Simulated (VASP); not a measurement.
The system is Ti.

```xyz
3
Lattice="4.5674 0.0000 0.0000 -2.2837 3.9555 0.0000 0.0000 0.0000 2.8262" Properties=species:S:1:pos:R:3 pbc="T T T"
Ti    2.2837    1.3185    1.4131
Ti    0.0000    2.6370    1.4131
Ti    0.0000    0.0000    0.0000
```

```yaml
Program: VASP 6.6.1
Task: relaxation of cell and atoms
Functional: LDA
Potentials_or_basis: VASP PAW LDA potentials, release 64 (Ti_sv)
Cutoff: 600 eV
k_mesh: 7 × 7 × 9
Occupations: fermi-dirac, width 0.05 eV
Spin: no spin polarisation
```

At the start: pressure -8.1 GPa; volume 17.02 Å³/atom.

How do energy, volume and symmetry change on relaxing?

Over 7 steps the energy falls by 31.9 meV/atom and the volume is 15.84 Å³/atom (-6.9 %); space group P6/mmm (No. 191, to 0.05 Å).

The path:
| step | energy change (eV) | largest force (eV/Å) | pressure (GPa) | volume (Å³) |
| --- | --- | --- | --- | --- |
| 1 | 0.0000 | 0.0000 | -8.15 | 51.06 |
| 2 | -0.0353 | 0.0000 | 7.72 | 44.93 |
| 3 | -0.0954 | 0.0000 | -0.01 | 47.53 |
| 4 | -0.0954 | 0.0000 | 0.00 | 47.46 |
| 5 | -0.0953 | 0.0000 | 0.21 | 47.39 |
| 6 | -0.0957 | 0.0000 | -0.09 | 47.52 |
| 7 | -0.0957 | 0.0000 | -0.08 | 47.52 |

Final structure:
```cif
data_structure
_symmetry_space_group_name_H-M 'P 1'
_symmetry_Int_Tables_number 1
_cell_length_a 4.4526
_cell_length_b 4.4526
_cell_length_c 2.7675
_cell_angle_alpha 90.000
_cell_angle_beta 90.000
_cell_angle_gamma 120.000
_cell_volume 47.52
loop_
_atom_site_label
_atom_site_type_symbol
_atom_site_fract_x
_atom_site_fract_y
_atom_site_fract_z
_atom_site_occupancy
Ti1 Ti 0.66667 0.33333 0.50000 1
Ti2 Ti 0.33333 0.66667 0.50000 1
Ti3 Ti 0.00000 0.00000 0.00000 1
```
